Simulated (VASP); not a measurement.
# Pd: single point with LDA

Pd:

```
CELL_PARAMETERS angstrom
-3.21733 3.21573 1.30836
3.21573 -3.21733 1.30836
1.64088 1.64088 -1.31129
ATOMIC_POSITIONS crystal
Pd 0.99997 0.00003 0.00000
Pd 0.75003 0.24997 0.50000
```

| Quantity | Value |
| --- | --- |
| Program | VASP 6.6.1 |
| Task | single point |
| Functional | LDA |
| Potentials or basis | VASP PAW LDA potentials, release 64 (Pd) |
| Cutoff | 520 eV |
| k mesh | 23 × 23 × 22 |
| Occupations | fermi-dirac, width 0.1 eV |
| Spin | no spin polarisation |
| Dipole correction | no |
| Further INCAR settings | ALGO = Normal; EDIFF = 1e-07; NBANDS = 17 |

| Item | Value |
| --- | --- |
| Pressure | 10.2 GPa |
| Band gap on the k mesh | zero (bands 10 and 11 overlap by 1.38 eV) |

Stress tensor (GPa, compression positive):
```
10.22  0.46  0.14
 0.46 10.22  0.14
 0.14  0.14 10.30
```

Levels at points of the mesh, in eV from the Fermi level:
| k point | band 6 | band 7 | band 8 | band 9 | band 10 | band 11 | band 12 | band 13 | band 14 | band 15 |
| --- | --- | --- | --- | --- | --- | --- | --- | --- | --- | --- |
| (0.00, 0.00, 0.00) | -2.77 | -2.65 | -2.15 | -0.98 | -0.93 | -0.02 | 0.32 | 7.09 | 17.30 | 18.38 |
| (0.00, 0.00, 0.50) | -3.11 | -0.96 | -0.96 | 0.20 | 0.20 | 3.67 | 3.67 | 11.49 | 11.49 | 12.00 |

It took 37 min on 1 thread of Oxide Virtual Turin-like Processor (shared host), peak memory 1.1 GiB.

Caveat: the cell stands under pressure.
